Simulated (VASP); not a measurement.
## Gd: single point with r2SCAN

Crystal: Gd.

```
Gd
1.0
     0.00000    2.58483    2.58483
     2.58483    0.00000    2.58483
     2.58483    2.58483    0.00000
Gd
1
Direct
  0.00000 0.00000 0.00000
```

| Quantity | Value |
| --- | --- |
| Program | VASP 6.6.1 |
| Task | single point |
| Functional | r2SCAN |
| Potentials or basis | VASP PAW PBE potentials, release 64 (Gd) |
| Cutoff | 520 eV |
| k mesh | 14 × 14 × 14 |
| Occupations | gaussian, width 0.05 eV |
| Spin | collinear spin, ferromagnetic start |
| Starting moments | [8.45] μB |

```
Pressure                                              : -0.1 GPa
Net moment                                            : 8.06 μB per cell
Site moments                                          : Gd +7.12 μB
Valence electrons inside the program's atomic spheres : Gd 15.18
```

Levels at points of the mesh, in eV from the Fermi level:
Spin up:
```tsv
k point	band 11	band 12	band 13	band 14	band 15	band 16
(0.00, 0.00, 0.00)	-5.70	-5.57	1.19	1.19	1.19	3.63
(0.50, 0.00, 0.00)	-5.70	-2.93	0.42	1.17	1.17	5.13
(0.50, 0.50, 0.00)	-5.73	-2.14	-1.85	1.64	5.27	5.48
```
Spin down:
| k point | band 2 | band 3 | band 4 | band 5 | band 6 | band 7 | band 8 | band 9 |
| --- | --- | --- | --- | --- | --- | --- | --- | --- |
| (0.00, 0.00, 0.00) | -20.76 | -20.76 | -20.76 | -3.87 | 1.28 | 1.38 | 1.38 | 1.38 |
| (0.50, 0.00, 0.00) | -21.50 | -20.85 | -20.85 | -0.79 | 1.02 | 1.41 | 1.42 | 1.43 |
| (0.50, 0.50, 0.00) | -21.44 | -21.03 | -21.03 | -1.58 | 0.37 | 1.43 | 1.43 | 1.45 |

Run time: 6.1 min on 1 thread of Intel(R) Xeon(R) Platinum 8559C (Emerald Rapids), with other jobs on the host, peak memory 0.27 GiB.

Caveat: the PAW data sets were made with another functional, which shifts forces and pressure a little; spin-orbit coupling is left out, which moves the levels of the heavy elements. The state reached can hang on the start; a lower one may exist.
